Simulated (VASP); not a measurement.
Crystal: Br.

```
Br
1.0
    -4.12144    4.12144    4.12144
     4.12144   -4.12144    4.12144
     4.12144    4.12144   -4.12144
Br
8
Direct
  0.20600 0.20600 0.20600
  0.50000 0.00000 0.29400
  0.29400 0.50000 0.00000
  0.00000 0.29400 0.50000
  0.79400 0.79400 0.79400
  0.50000 0.00000 0.70600
  0.70600 0.50000 0.00000
  0.00000 0.70600 0.50000
```

- Program: VASP 6.6.1
- Task: relaxation of cell and atoms
- Functional: PBE
- Potentials or basis: VASP PAW PBE potentials, release 64 (Br)
- Cutoff: 600 eV
- k mesh: 4 × 4 × 4
- Occupations: gaussian, width 0.1 eV
- Spin: no spin polarisation

At the start: pressure 1.6 GPa; volume 35.00 Å³/atom.

Question: Where does the relaxation end?

Answer: Over 8 steps the energy falls by 191.5 meV/atom; space group Ia-3d (No. 230, to 0.05 Å).

The path:
```csv
step,energy change (eV),largest force (eV/Å),pressure (GPa),volume (Å³)
1,0.0000,0.9154,1.64,280.03
2,-0.4037,0.8932,0.09,294.80
3,-0.6970,0.6646,-1.44,316.23
4,-0.7260,0.5704,-1.84,324.45
5,-1.0590,0.4241,-1.76,316.07
6,-1.4831,0.1006,-0.90,293.80
7,-1.5308,0.0454,-0.10,281.93
8,-1.5319,0.0347,0.06,279.93
```

Final structure:
```yaml
crystal:
  lattice:
    - [-4.12093, 4.12093, 4.12093]
    - [4.12093, -4.12093, 4.12093]
    - [4.12093, 4.12093, -4.12093]
  atoms:
    - { symbol: Br, position: [0.25120, 0.25120, 0.25120] }
    - { symbol: Br, position: [0.50000, 0.00000, 0.24880] }
    - { symbol: Br, position: [0.24880, 0.50000, 0.00000] }
    - { symbol: Br, position: [0.00000, 0.24880, 0.50000] }
    - { symbol: Br, position: [0.74880, 0.74880, 0.74880] }
    - { symbol: Br, position: [0.50000, 0.00000, 0.75120] }
    - { symbol: Br, position: [0.75120, 0.50000, 0.00000] }
    - { symbol: Br, position: [0.00000, 0.75120, 0.50000] }
```
